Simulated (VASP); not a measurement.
# Yb (P6_3/mmc) in VASP: notebook

Yb is run at these levels: PBE; tasks: single point, relaxation of cell and atoms.

Everything below comes from runs of VASP 6.6.1. Logs are shortened: lines on timing, memory, paths and dates and some standing lists are left out, and cuts for length are marked.

### Step 1. The cell of the first run

The structure is hexagonal, space group P6_3/mmc (No. 194). Conventional cell: a = 2.943 Å, b = 2.943 Å, c = 4.696 Å, α = 90.00°, β = 90.00°, γ = 120.00°. Yb (site symmetry -6m2) has 12 Yb at 2.90 to 2.94 Å within 3.8 Å.

This isn't the form of Yb at room conditions, which is fcc.

### Step 2. Single point, PBE

Input file INCAR:

```
SYSTEM = Yb
PREC = Accurate ; ENCUT = 520
EDIFF = 1E-6 ; ISMEAR = -1
SIGMA = 0.08 ; LREAL = .False.
LASPH = .True. ; NELM = 80
ALGO = Normal ; ISIF = 2
LWAVE = .False. ; LCHARG = .False.
GGA = PE ; NBANDS = 31
```

Input file KPOINTS:

```
Automatic mesh
0
Gamma
  15 15 8
  0 0 0
```

Input file POSCAR:

```
Yb
1.0
    2.9434285464      0.0000000000      0.0000000000
   -1.4717142732      2.5490838954      0.0000000000
    0.0000000000      0.0000000000      4.6955033568
Yb
2
Direct
    0.3333333333      0.6666666667      0.2500000000
    0.6666666667      0.3333333333      0.7500000000
```

Potentials or basis: VASP PAW PBE potentials, release 64 (Yb).

Run with:

```console
> cat potpaw_PBE.64/Yb/POTCAR > POTCAR
> mpirun -np 1 vasp_std > vasp.out
```

OUTCAR:

```text
SYSTEM = Yb
   PREC = Accurate
   ENCUT = 520
   EDIFF = 1E-6
   ISMEAR = -1
   LREAL = .False.
   LASPH = .True.
   NELM = 80
   ISIF = 2
   GGA = PE

 ion  position               nearest neighbor table
   1  0.333  0.667  0.250-   2 2.90   2 2.90   2 2.90   2 2.90   2 2.90   2 2.90
   2  0.667  0.333  0.750-   1 2.90   1 2.90   1 2.90   1 2.90   1 2.90   1 2.90

  LATTYP: Found a hexagonal cell.
 ALAT       =     2.9434285464
 C/A-ratio  =     1.5952496494

  Lattice vectors:

 A1 = (   2.9434285464,   0.0000000000,   0.0000000000)
 A2 = (  -1.4717142732,   2.5490838954,   0.0000000000)
 A3 = (   0.0000000000,   0.0000000000,   4.6955033568)

Analysis of symmetry for initial positions (statically):
=====================================================================
 Subroutine PRICEL returns:
 Original cell was already a primitive cell.

 Routine SETGRP: Setting up the symmetry group for a
 hexagonal supercell.

 Subroutine GETGRP returns: Found 24 space group operations
 (whereof 12 operations were pure point group operations)
 out of a pool of 24 trial point group operations.

The static configuration has the point symmetry D_3d.
 The point group associated with its full space group is D_6h.

Analysis of symmetry for dynamics (positions and initial velocities):
=====================================================================
 Subroutine PRICEL returns:
 Original cell was already a primitive cell.

 Routine SETGRP: Setting up the symmetry group for a
 hexagonal supercell.

 Subroutine GETGRP returns: Found 24 space group operations
 (whereof 12 operations were pure point group operations)
 out of a pool of 24 trial point group operations.

The dynamic configuration has the point symmetry D_3d.
 The point group associated with its full space group is D_6h.

 Subroutine INISYM returns: Found 24 space group operations
 (whereof 12 operations are pure point group operations),
 and found     1 'primitive' translations

----------------------------------------------------------------------------------------

                                     Primitive cell

  volume of cell :      35.2306

  direct lattice vectors                    reciprocal lattice vectors
     2.943428546  0.000000000  0.000000000     0.339739859  0.196148899  0.000000000
    -1.471714273  2.549083895  0.000000000     0.000000000  0.392297798  0.000000000
     0.000000000  0.000000000  4.695503357     0.000000000  0.000000000  0.212969713

  length of vectors
[... 80 lines left out ...]
   ENCUT  =  520.0 eV  38.22 Ry    6.18 a.u.   5.47  5.47  8.73*2*pi/ulx,y,z
   NELM   =     80;   NELMIN=  2; NELMDL= -5     # of ELM steps
   EDIFF  = 0.1E-05   stopping-criterion for ELM
   LREAL  =      F    real-space projection
   EDIFFG = 0.1E-04   stopping-criterion for IOM
   NSW    =      0    number of steps for IOM
   IBRION =     -1    ionic relax: 0-MD 1-quasi-New 2-CG
   NFREE  =      0    steps in history (QN), initial steepest desc. (CG)
   ISIF   =      2    stress and relaxation
   ISYM   =      2    0-nonsym 1-usesym 2-fastsym
   POTIM  = 0.5000    time-step for ionic-motion
   TEBEG  =    0.0;   TEEND  =   0.0 temperature during run
   PSTRESS=    0.0 pullay stress
   NELECT =      48.0000    total number of electrons
   NUPDOWN=      -1.0000    fix difference up-down
   EMIN   =  10.00;   EMAX   =-10.00  energy-range for DOS
   EFERMI =   0.00;   METHOD = LEGACY
   ISMEAR =    -1;   SIGMA  =   0.08  broadening in eV -4-tet -1-fermi 0-gaus
   EFERMI_NEDOS =   21; number of points for ismear=-14 and -15
   IALGO  =     38    algorithm
   IMIX   =      4    mixing-type and parameters
     AMIX     =   0.40;   BMIX     =  1.00
     AMIX_MAG =   1.60;   BMIX_MAG =  1.00
  volume/ion in A,a.u.               =      17.62       118.87
  Fermi-wavevector in a.u.,A,eV,Ry     =   1.814883  3.429632 44.814877  3.293801
  Thomas-Fermi vector in A             =   2.872620
   LORBIT       =      0    0 simple, 1 ext, 2 COOP (PROOUT), +10 PAW based schemes
   GGA     = PE    functional components
   LHFCALC =     F    Hartree Fock is set to
   AEXX    =    0.0000 exact exchange contribution
   IVDW    =     0    specifies the selected vdW correction
   LEPSILON=     F    determine dielectric tensor
   LRPA    =     F    only Hartree local field effects (RPA)
 non-spin polarized calculation
  energy-cutoff  :      520.00
  volume of cell :       35.23
 maximum number of plane-waves:       980
 NGX is ok and might be reduce to    24
   NGX = 11   NGY = 11   NGZ = 17

 number of electron      48.0000000 magnetization

 Free energy of the ion-electron system (eV)
  ---------------------------------------------------
  ext. energy  EPLUGINS =         0.00000000
  ---------------------------------------------------
  free energy    TOTEN  =        -4.23091244 eV

  energy without entropy =       -4.18314103  energy(sigma->0) =       -4.20702674

 E-fermi :   4.3405     XC(G=0): -13.1918

 val. band max:        4.3370343089   @ k =   0.3333   0.0667   0.1250
 cond. band min:       4.3562778592   @ k =   0.2000   0.1333   0.0000
 fundamental gap:      0.0192435504
 Fermi energy:         4.3404747278

 k-point     1 :       0.0000    0.0000    0.0000
  band No.  band energies     occupation
      1     -47.3203      2.00000
      2     -46.9508      2.00000
      3     -21.0490      2.00000
      4     -18.6436      2.00000
      5     -18.6436      2.00000
      6     -18.2655      2.00000
[... 805 lines left out ...]
     30      13.7088      0.00000
     31      14.5419      0.00000

 [... further k-points ...]

------------------------ aborting loop because EDIFF is reached ----------------------------------------

  FORCE on cell =-STRESS in cart. coord.  units (eV):
  Direction    XX          YY          ZZ          XY          YZ          ZX
  --------------------------------------------------------------------------------------
  -------------------------------------------------------------------------------------
  Total       10.4078878     10.4078878     10.4275553      0.0000000     -0.0000000      0.0000000
  in kB      473.3184139    473.3184139    474.2128343      0.0000000     -0.0000000      0.0000000
  external PRESSURE =     473.6165541 kB  Pullay stress =       0.0000000 kB

 VOLUME and BASIS-vectors are now :
 -----------------------------------------------------------------------------
  energy-cutoff  :      520.00
  volume of cell :       35.23
      direct lattice vectors                 reciprocal lattice vectors
     2.943428546  0.000000000  0.000000000     0.339739859  0.196148899  0.000000000
    -1.471714273  2.549083895  0.000000000     0.000000000  0.392297798  0.000000000
     0.000000000  0.000000000  4.695503357     0.000000000  0.000000000  0.212969713

 POSITION                                       TOTAL-FORCE (eV/Angst)
 -----------------------------------------------------------------------------------
     -0.00000      1.69939      1.17388        -0.000000      0.000000     -0.000000
      1.47171      0.84969      3.52163         0.000000     -0.000000      0.000000
 -----------------------------------------------------------------------------------
    total drift:                               -0.000000      0.000000     -0.000000

  FREE ENERGIE OF THE ION-ELECTRON SYSTEM (eV)
  ---------------------------------------------------
  free  energy   TOTEN  =        -4.2309124420 eV

  energy  without entropy=       -4.1831410328  energy(sigma->0) =       -4.20702674
```

Run time: 3.9 min. Hardware: 1 thread of AMD EPYC 9R45 (Zen 5), shared host; peak memory 0.23 GiB.

What came out:

```yaml
Free_energy: -4.2309 eV
Pressure: 47.4 GPa
Band_gap_on_the_k_mesh: zero (bands 24 and 25 overlap by 0.92 eV)
```

Caveat: the cell stands under pressure; spin-orbit coupling is left out, which moves the levels of the heavy elements. Spin polarisation is off, so any magnetic state and its effect on volume and gap are missing.

[end of part 1 of 2]

The gap in the log of VASP goes by the Fermi energy; the results here count the filled bands.